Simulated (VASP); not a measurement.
A run of VASP 6.6.1 is set up as follows.

File INCAR:

```
SYSTEM = Zn3CdTe4
PREC = Accurate ; ENCUT = 520
EDIFF = 1E-6 ; ISMEAR = 0
SIGMA = 0.02 ; LREAL = .False.
LASPH = .True. ; NELM = 80
ALGO = Normal ; ISIF = 2
LWAVE = .False. ; LCHARG = .False.
GGA = PE ; NBANDS = 46
```

The input KPOINTS:

```
Automatic mesh
0
Gamma
  4 4 4
  0 0 0
```

The input POSCAR:

```
Zn3CdTe4
1.0
    6.2875654000      0.0000000000      0.0000000000
    0.0000000000      6.2875654000      0.0000000000
    0.0000000000      0.0000000000      6.2875654000
Zn Cd Te
3 1 4
Direct
    0.5000000000      0.0000000000      0.0000000000
    0.0000000000      0.0000000000      0.5000000000
    0.0000000000      0.5000000000      0.0000000000
    0.5000000000      0.5000000000      0.5000000000
    0.7593390000      0.2406610000      0.7593390000
    0.7593390000      0.7593390000      0.2406610000
    0.2406610000      0.2406610000      0.2406610000
    0.2406610000      0.7593390000      0.7593390000
```

Potentials or basis: VASP PAW PBE potentials, release 64 (Zn, Cd, Te).

Launch:

```console
$ cat potpaw_PBE.64/Zn/POTCAR potpaw_PBE.64/Cd/POTCAR potpaw_PBE.64/Te/POTCAR > POTCAR
$ mpirun -np 1 vasp_std > vasp.out
```

(1) What does it give for the largest force?

(2) What does it give for the pressure?

(3) What does it give for the band gap on the k mesh?

Answers

(1) 0.019 eV/Å.

(2) 0.1 GPa.

(3) 0.89 eV.

Caveat: spin-orbit coupling is left out, which moves the levels of the heavy elements.
